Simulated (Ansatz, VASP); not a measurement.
**One calculation of ScPt, two programs**

```xyz
2
Lattice="3.2700 0.0000 0.0000 0.0000 3.2700 0.0000 0.0000 0.0000 3.2373" Properties=species:S:1:pos:R:3 pbc="T T T"
Sc    1.6350    1.6350    1.6186
Pt    0.0000    0.0000    0.0000
```

Change from the starting cell: zz strain of -1 %.

Alike in both runs: task single point; functional LDA; k mesh 10 × 10 × 10; occupations fermi-dirac, width 0.05 eV; no spin polarisation.

|  | VASP | Ansatz |
| --- | --- | --- |
| version | VASP 6.6.1 | Ansatz 0.2.0 |
| potentials or method | VASP PAW LDA potentials, release 64 (Sc_sv, Pt), cutoff 520 eV | all-electron LAPW, scalar-relativistic |

Ansatz gave:

| Quantity | Value |
| --- | --- |
| pressure (GPa) | -4.0 |

**Question.** Which values does VASP return?

**Answer.** Pressure (GPa): -3.4.

LDA's correlation is that of Perdew and Zunger in VASP and of Perdew and Wang (1992) in Ansatz. Ansatz ran all-electron here, and VASP with PAW potentials.

Spin-orbit coupling is off throughout.
